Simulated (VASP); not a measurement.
Input of a VASP 6.6.1 run:

INCAR

```
SYSTEM = GdN
PREC = Accurate
ENCUT = 600
EDIFF = 1E-6
ISMEAR = 0
SIGMA = 0.05
LREAL = .FALSE.
LASPH = .TRUE.
NELM = 200
ALGO = Normal
ISIF = 2
LWAVE = .FALSE.
LCHARG = .TRUE.
ISPIN = 2
MAGMOM = 7.58 -0.11
LORBIT = 11
LMAXMIX = 6
LDAU = .TRUE.
LDAUTYPE = 2
LDAUL = 3 -1
LDAUU = 8 0
LDAUJ = 0 0
LDAUPRINT = 1
GGA = CA
LELF = .TRUE.
LVHAR = .TRUE.
NBANDS = 22
GGA_COMPAT = .FALSE.
```

File KPOINTS:

```
Automatic mesh
0
G
  6 6 6
  0 0 0
```

File POSCAR:

```
GdN
1.0
    0.0000000000      2.7293320800      2.7293320800
    2.7293320800      0.0000000000      2.7293320800
    2.7293320800      2.7293320800      0.0000000000
Gd N
1 1
Direct
    0.0000000000      0.0000000000      0.0000000000
    0.2500000000      0.2500000000      0.2500000000
```

Potentials or basis: VASP PAW PBE potentials, release 64 (Gd, N).

Command:

```bash
$ cat potpaw_PBE.64/Gd/POTCAR potpaw_PBE.64/N/POTCAR > POTCAR
$ mpirun -np 1 vasp_std > vasp.out
```

Predict the pressure.

-10.5 GPa.

What does it give for the band gap on the k mesh?

1.49 eV, indirect (least direct gap 1.81 eV).

What does it give for the net moment?

7.00 μB per cell.

Estimate the site moments.

Gd +6.89; N -0.08 μB.

Eigenvalues of the final occupation matrices:
```tsv
site	spin	trace	eigenvalues
site 1 f	1	6.94	0.99 0.99 0.99 0.99 0.99 0.99 0.99
site 1 f	2	0.03	0.00 0.00 0.00 0.01 0.01 0.01 0.01
```

Caveat: the PAW data sets were made with another functional, which shifts forces and pressure a little; spin-orbit coupling is left out, which moves the levels of the heavy elements; a cell with one magnetic atom can't hold antiferromagnetic order, which such compounds often take. The state reached can hang on the start; a lower one may exist.
